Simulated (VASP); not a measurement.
Crystal: TiB2.

```xyz
3
Lattice="3.0292 0.0000 0.0000 -1.5146 2.6234 0.0000 0.0000 0.0000 3.2284" Properties=species:S:1:pos:R:3 pbc="T T T"
Ti    0.0000    0.0000    0.0000
B     0.0000    1.7489    1.6142
B     1.5146    0.8745    1.6142
```

Base run:

| Quantity | Value |
| --- | --- |
| Program | VASP 6.6.1 |
| Functional | RPBE |
| Potentials or basis | VASP PAW PBE potentials, release 64 (Ti_sv, B) |
| Cutoff | 500 eV |
| k mesh | 8 × 8 × 7 |
| Occupations | fermi-dirac, width 0.1 eV |
| Spin | no spin polarisation |

Its results: band gap on the k mesh zero (band 9 reaches 10.53 eV, above the bottom of band 10 at 10.00 eV); pressure 4.9 GPa.

The run is repeated on the same cell with these changes: functional from RPBE to BLYP. What comes out?

Band gap on the k mesh zero (band 9 reaches 10.83 eV, above the bottom of band 10 at 10.32 eV); pressure 6.9 GPa.

Caveats: the PAW data sets were made with another functional, which shifts forces and pressure a little.
